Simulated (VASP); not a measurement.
# GaAs (I-4m2) in VASP: a series of runs, part 2 of 2

VASP 6.6.1. The steps go on from the part before.

**3. Single point, PBE (strain +0.000 along x and y, +0.050 along z)**

The input, INCAR:

```
PREC = Accurate
ENCUT = 500
EDIFF = 1E-6
ISMEAR = 0
SIGMA = 0.03
LREAL = F
LASPH = T
NELM = 120
ALGO = Normal
ISIF = 2
LWAVE = F
LCHARG = F
GGA = PE
NBANDS = 16
GGA_COMPAT = F
```

The input, KPOINTS:

```
Automatic mesh
0
Gamma
  10 10 10
```

The input, POSCAR:

```
GaAs
1.0
    0.0000000000      2.8726922674      3.0163268808
    2.8726922674      0.0000000000      3.0163268808
    2.8726922674      2.8726922674      0.0000000000
Ga As
1 1
Direct
    0.0000000000      0.0000000000      0.0000000000
    0.7500000000      0.7500000000      0.7500000000
```

Potentials or basis: VASP PAW PBE potentials, release 64 (Ga_d, As).

Launch:

```bash
$ cat potpaw_PBE.64/Ga_d/POTCAR potpaw_PBE.64/As/POTCAR > POTCAR
$ mpirun -np 1 vasp_std > vasp.out
```

OUTCAR:

```text
PREC = Accurate
   ENCUT = 500
   EDIFF = 1E-6
   ISMEAR = 0
   LREAL = F
   LASPH = T
   NELM = 120
   ISIF = 2
   GGA = PE

 ion  position               nearest neighbor table
   1  0.000  0.000  0.000-   2 2.53   2 2.53   2 2.53   2 2.53
   2  0.750  0.750  0.750-   1 2.53   1 2.53   1 2.53   1 2.53

  LATTYP: Found a body centered tetragonal cell.
 ALAT       =     4.0626003651
 C/A-ratio  =     1.4849242405

  Lattice vectors:

[... 640 lines left out ...]

 [... further k-points ...]

------------------------ aborting loop because EDIFF is reached ----------------------------------------

  FORCE on cell =-STRESS in cart. coord.  units (eV):
  Direction    XX          YY          ZZ          XY          YZ          ZX
  --------------------------------------------------------------------------------------
  -------------------------------------------------------------------------------------
  Total       -0.4731263     -0.4731263     -1.3873711      0.0000000      0.0000000     -0.0000000
  in kB      -15.2265343    -15.2265343    -44.6495006      0.0000000      0.0000000     -0.0000000
  external PRESSURE =     -25.0341898 kB  Pullay stress =       0.0000000 kB

 VOLUME and BASIS-vectors are now :
 -----------------------------------------------------------------------------
  energy-cutoff  :      500.00
  volume of cell :       49.78
      direct lattice vectors                 reciprocal lattice vectors
     0.000000000  2.872692267  3.016326881    -0.174052754  0.174052754  0.165764527
     2.872692267  0.000000000  3.016326881     0.174052754 -0.174052754  0.165764527
     2.872692267  2.872692267  0.000000000     0.174052754  0.174052754 -0.165764527

 POSITION                                       TOTAL-FORCE (eV/Angst)
 -----------------------------------------------------------------------------------
      0.00000      0.00000      0.00000         0.000000      0.000000      0.000000
      4.30904      4.30904      4.52449        -0.000000     -0.000000     -0.000000
 -----------------------------------------------------------------------------------
    total drift:                                0.000000      0.000000     -0.000000

  FREE ENERGIE OF THE ION-ELECTRON SYSTEM (eV)
  ---------------------------------------------------
  free  energy   TOTEN  =        -8.2428450056 eV

  energy  without entropy=       -8.2428111542  energy(sigma->0) =       -8.24282808
```

OSZICAR:

```text
N       E                     dE             d eps       ncg     rms          rms(c)
DAV:   1     0.823707990002E+02    0.82371E+02   -0.87167E+03  3336   0.145E+03
DAV:   2    -0.185664517474E+01   -0.84227E+02   -0.80347E+02  3712   0.303E+02
DAV:   3    -0.828052324271E+01   -0.64239E+01   -0.64036E+01  3992   0.653E+01
DAV:   4    -0.838288961359E+01   -0.10237E+00   -0.10234E+00  4024   0.926E+00
DAV:   5    -0.838441769644E+01   -0.15281E-02   -0.15281E-02  4136   0.100E+00    0.262E+00
DAV:   6    -0.825553458985E+01    0.12888E+00   -0.21133E-01  4952   0.713E+00    0.156E+00
DAV:   7    -0.824139671101E+01    0.14138E-01   -0.52260E-02  3984   0.153E+00    0.547E-01
DAV:   8    -0.824231993903E+01   -0.92323E-03   -0.91042E-03  3992   0.104E+00    0.840E-02
DAV:   9    -0.824272238662E+01   -0.40245E-03   -0.90450E-04  4176   0.377E-01    0.534E-02
DAV:  10    -0.824278916391E+01   -0.66777E-04   -0.64204E-05  4296   0.674E-02    0.289E-02
DAV:  11    -0.824284467231E+01   -0.55508E-04   -0.82386E-05  3800   0.647E-02    0.432E-03
DAV:  12    -0.824284500556E+01   -0.33325E-06   -0.12492E-06  3456   0.137E-02
   1 F= -.82428450E+01 E0= -.82428281E+01  d E =-.338514E-04
```

stdout:

```text
POSCAR found type information on POSCAR GaAs
 POSCAR found :  2 types and       2 ions
 scaLAPACK will be used
 LDA part: xc-table for (Slater+PW92), standard interpolation
 POSCAR, INCAR and KPOINTS ok, starting setup
 FFT: planning ... GRIDC
 FFT: planning ... GRID_SOFT
 FFT: planning ... GRID
 WAVECAR not read
 entering main loop
```

Wall time 58 s (1 thread of Intel Xeon Platinum 8259CL at 2.50GHz (Skylake/Cascade Lake), shared host); peak memory 0.22 GiB.

What came out:

| Quantity | Value |
| --- | --- |
| Free energy | -8.2428 eV |
| Pressure | -2.5 GPa |
| Band gap on the k mesh | zero (filled and empty bands touch) |

Stress tensor (GPa, compression positive):
```
-1.52  0.00  0.00
 0.00 -1.52  0.00
 0.00  0.00 -4.46
```

Levels at points of the mesh, in eV from the Fermi level:
```tsv
k point	band 7	band 8	band 9	band 10	band 11	band 12
(0.00, 0.00, 0.00)	-0.29	-0.28	0.00	0.00	3.57	3.57
(0.50, 0.00, 0.00)	-6.23	-1.28	-0.91	0.62	4.40	4.64
(0.50, 0.50, 0.00)	-6.65	-2.24	-2.24	1.73	1.88	9.28
(0.50, 0.00, 0.50)	-6.39	-2.55	-2.52	1.45	1.46	9.10
```

Caveat: the cell differs from its parent crystal (strain +0.000 along x and y, +0.050 along z); semilocal functionals underestimate gaps, so a narrow gap can read as zero.

**4. Single point, PBE (strain +0.025 along x and y, +0.000 along z)**

The input, INCAR:

```
PREC     = Accurate       # precision mode
ENCUT    = 500            # plane-wave cutoff, eV
EDIFF    = 1E-6           # SCF threshold, eV
ISMEAR   = 0              # smearing method
SIGMA    = 0.03           # smearing width, eV
LREAL    = False          # projectors in reciprocal space
LASPH    = True           # aspherical terms in the spheres
NELM     = 120            # most SCF steps
ALGO     = Normal         # electronic algorithm
ISIF     = 2              # what is computed and relaxed
LWAVE    = False          # write WAVECAR
LCHARG   = False          # write CHGCAR
GGA      = PE             # functional
NBANDS   = 16             # bands
GGA_COMPAT= False
```

The input, KPOINTS:

```
regular mesh
0
Gamma
  10 10 10
```

The input, POSCAR:

```
GaAs
1.0
    0.0000000000      2.9445095741      2.8726922674
    2.9445095741      0.0000000000      2.8726922674
    2.9445095741      2.9445095741      0.0000000000
Ga As
1 1
Direct
    0.0000000000      0.0000000000      0.0000000000
    0.7500000000      0.7500000000      0.7500000000
```

Potentials or basis: VASP PAW PBE potentials, release 64 (Ga_d, As).

Launch:

```bash
$ cat potpaw_PBE.64/Ga_d/POTCAR potpaw_PBE.64/As/POTCAR > POTCAR
$ mpirun -np 1 vasp_std > vasp.out
```

OUTCAR:

```text
PREC = Accurate
   ENCUT = 500
   EDIFF = 1E-6
   ISMEAR = 0
   LREAL = False
   LASPH = True
   NELM = 120
   ISIF = 2
   GGA = PE

 ion  position               nearest neighbor table
   1  0.000  0.000  0.000-   2 2.53   2 2.53   2 2.53   2 2.53
   2  0.750  0.750  0.750-   1 2.53   1 2.53   1 2.53   1 2.53

  LATTYP: Found a body centered tetragonal cell.
 ALAT       =     4.1641653742
 C/A-ratio  =     1.3797205486

  Lattice vectors:

 A1 = (   0.0000000000,  -2.9445095741,  -2.8726922674)
 A2 = (   0.0000000000,   2.9445095741,  -2.8726922674)
 A3 = (   2.9445095741,   0.0000000000,   2.8726922674)

Analysis of symmetry for initial positions (statically):
=====================================================================
 Subroutine PRICEL returns:
 Original cell was already a primitive cell.

 Routine SETGRP: Setting up the symmetry group for a
 body centered tetragonal supercell.

 Subroutine GETGRP returns: Found  8 space group operations
 (whereof  8 operations were pure point group operations)
 out of a pool of 16 trial point group operations.

The static configuration has the point symmetry D_2d.

Analysis of symmetry for dynamics (positions and initial velocities):
=====================================================================
 Subroutine PRICEL returns:
 Original cell was already a primitive cell.

 Routine SETGRP: Setting up the symmetry group for a
 body centered tetragonal supercell.

 Subroutine GETGRP returns: Found  8 space group operations
 (whereof  8 operations were pure point group operations)
 out of a pool of 16 trial point group operations.

The dynamic configuration has the point symmetry D_2d.

 Subroutine INISYM returns: Found  8 space group operations
 (whereof  8 operations are pure point group operations),
 and found     1 'primitive' translations

----------------------------------------------------------------------------------------

[... 111 lines left out ...]
     AMIX     =   0.40;   BMIX     =  1.00
     AMIX_MAG =   1.60;   BMIX_MAG =  1.00
  volume/ion in A,a.u.               =      24.91       168.08
  Fermi-wavevector in a.u.,A,eV,Ry     =   1.166050  2.203516 18.499481  1.359674
  Thomas-Fermi vector in A             =   2.302568
   LORBIT       =      0    0 simple, 1 ext, 2 COOP (PROOUT), +10 PAW based schemes
   GGA     = PE    functional components
   LHFCALC =     F    Hartree Fock is set to
   AEXX    =    0.0000 exact exchange contribution
   IVDW    =     0    specifies the selected vdW correction
   LEPSILON=     F    determine dielectric tensor
   LRPA    =     F    only Hartree local field effects (RPA)
 non-spin polarized calculation
 Gauss-broadening in eV      SIGMA  =   0.03
  energy-cutoff  :      500.00
  volume of cell :       49.81
 maximum number of plane-waves:      1293
 NGX is ok and might be reduce to    30
   NGX = 15   NGY = 15   NGZ = 15

 number of electron      18.0000011 magnetization

 Free energy of the ion-electron system (eV)
  ---------------------------------------------------
  ext. energy  EPLUGINS =         0.00000000
  ---------------------------------------------------
  free energy    TOTEN  =        -8.25346600 eV

  energy without entropy =       -8.25346537  energy(sigma->0) =       -8.25346568

 E-fermi :   3.0846     XC(G=0):  -9.1566

 val. band max:        3.0198875082   @ k =   0.0000   0.0000   0.0000
 cond. band min:       3.1447061647   @ k =   0.0000   0.0000   0.0000
 fundamental gap:      0.1248186565
 Fermi energy:         3.0845744344

 k-point     1 :       0.0000    0.0000    0.0000
  band No.  band energies     occupation
      1     -11.5982      2.00000
      2     -11.5982      2.00000
      3     -11.5923      2.00000
      4     -11.5410      2.00000
      5     -11.5359      2.00000
      6      -9.0058      2.00000
[... 433 lines left out ...]
      3     -11.5712      2.00000
      4     -11.5536      2.00000
      5     -11.5281      2.00000
      6      -7.4908      2.00000
[... 8 lines left out ...]
     15      14.8450      0.00000
     16      15.3182      0.00000

 [... further k-points ...]

------------------------ aborting loop because EDIFF is reached ----------------------------------------

  FORCE on cell =-STRESS in cart. coord.  units (eV):
  Direction    XX          YY          ZZ          XY          YZ          ZX
  --------------------------------------------------------------------------------------
  -------------------------------------------------------------------------------------
  Total       -0.9199224     -0.9199224     -0.5156983      0.0000000      0.0000000      0.0000000
  in kB      -29.5880775    -29.5880775    -16.5867482      0.0000000      0.0000000      0.0000000
  external PRESSURE =     -25.2543011 kB  Pullay stress =       0.0000000 kB

 VOLUME and BASIS-vectors are now :
 -----------------------------------------------------------------------------
  energy-cutoff  :      500.00
  volume of cell :       49.81
      direct lattice vectors                 reciprocal lattice vectors
     0.000000000  2.944509574  2.872692267    -0.169807565  0.169807565  0.174052754
     2.944509574  0.000000000  2.872692267     0.169807565 -0.169807565  0.174052754
     2.944509574  2.944509574  0.000000000     0.169807565  0.169807565 -0.174052754

 POSITION                                       TOTAL-FORCE (eV/Angst)
 -----------------------------------------------------------------------------------
      0.00000      0.00000      0.00000        -0.000000     -0.000000     -0.000000
      4.41676      4.41676      4.30904         0.000000      0.000000      0.000000
 -----------------------------------------------------------------------------------
    total drift:                                0.000000      0.000000     -0.000001

  FREE ENERGIE OF THE ION-ELECTRON SYSTEM (eV)
  ---------------------------------------------------
  free  energy   TOTEN  =        -8.2534659977 eV

  energy  without entropy=       -8.2534653690  energy(sigma->0) =       -8.25346568
```

It took 58 s on 1 thread of Intel Xeon Platinum 8259CL at 2.50GHz (Skylake/Cascade Lake), shared host; peak memory 0.22 GiB.

Results:

* Free energy: -8.2535 eV
* Pressure: -2.5 GPa
* Band gap on the k mesh: 0.12 eV

Caveat: the cell differs from its parent crystal (strain +0.025 along x and y, +0.000 along z).

**5. Single point, PBE (strain +0.025 along x and y, +0.050 along z)**

The input, INCAR:

```
ALGO = Normal ; EDIFF = 1E-6
ENCUT = 500 ; GGA = PE
GGA_COMPAT = F ; ISIF = 2
ISMEAR = 0 ; LASPH = T
LCHARG = F ; LREAL = F
LWAVE = F ; NBANDS = 16
NELM = 120 ; PREC = Accurate
SIGMA = 0.03
```

The input, KPOINTS:

```
k-points
0
Gamma
  10 10 10
```

The input, POSCAR:

```
GaAs
1.0
    0.0000000000      2.9445095741      3.0163268808
    2.9445095741      0.0000000000      3.0163268808
    2.9445095741      2.9445095741      0.0000000000
Ga As
1 1
Direct
    0.0000000000      0.0000000000      0.0000000000
    0.7500000000      0.7500000000      0.7500000000
```

Launch:

```bash
$ cat potpaw_PBE.64/Ga_d/POTCAR potpaw_PBE.64/As/POTCAR > POTCAR
$ mpirun -np 1 vasp_std > vasp.out
```

Wall time 58 s (1 thread of Intel Xeon Platinum 8259CL at 2.50GHz (Skylake/Cascade Lake), shared host); peak memory 0.23 GiB.

It converged, with:

```
Free energy            : -8.1975 eV
Pressure               : -4.6 GPa
Band gap on the k mesh : zero (filled and empty bands touch)
```

Stress tensor (GPa, compression positive):
```
-4.16  0.00  0.00
 0.00 -4.16  0.00
 0.00  0.00 -5.50
```

Levels at points of the mesh, in eV from the Fermi level:
```csv
k point,band 6,band 7,band 8,band 9,band 10,band 11,band 12,band 13
"(0.00, 0.00, 0.00)",-11.81,-0.57,-0.13,0.00,0.00,3.61,3.61,3.68
"(0.50, 0.00, 0.00)",-10.46,-5.97,-1.06,-0.90,0.58,4.46,4.58,7.49
"(0.50, 0.50, 0.00)",-9.95,-6.31,-2.15,-2.15,1.75,1.77,8.98,8.98
"(0.50, 0.00, 0.50)",-9.88,-6.19,-2.30,-2.29,1.57,1.63,8.92,9.05
```

Caveat: the cell differs from its parent crystal (strain +0.025 along x and y, +0.050 along z); the cell stands under tension; semilocal functionals underestimate gaps, so a narrow gap can read as zero.

**6. The runs side by side**

```tsv
cell	gap on the mesh (eV)	pressure (GPa)
a = 4.114, b = 4.114, c = 4.063 Å, angles 60.4, 60.4, 59.2°, 2 atoms	none	-1.3
a = 4.165, b = 4.165, c = 4.063 Å, angles 60.8, 60.8, 58.4°, 2 atoms	none	-2.5
a = 4.114, b = 4.114, c = 4.164 Å, angles 59.6, 59.6, 60.8°, 2 atoms	0.12	-2.5
a = 4.215, b = 4.215, c = 4.164 Å, angles 60.4, 60.4, 59.2°, 2 atoms	none	-4.6
```

Alike in all rows: task single point; level PBE; potentials or basis VASP PAW PBE potentials, release 64 (Ga_d, As); no spin polarisation; k mesh 10 × 10 × 10; cutoff (eV) 500; smearing gaussian 0.03 eV.

Caveats: semilocal functionals underestimate gaps, so a narrow gap can read as zero (at least some runs); the cell stands under tension (at least some runs).

Total energies depend on the potentials used, so only differences within one code and one set of settings carry meaning.
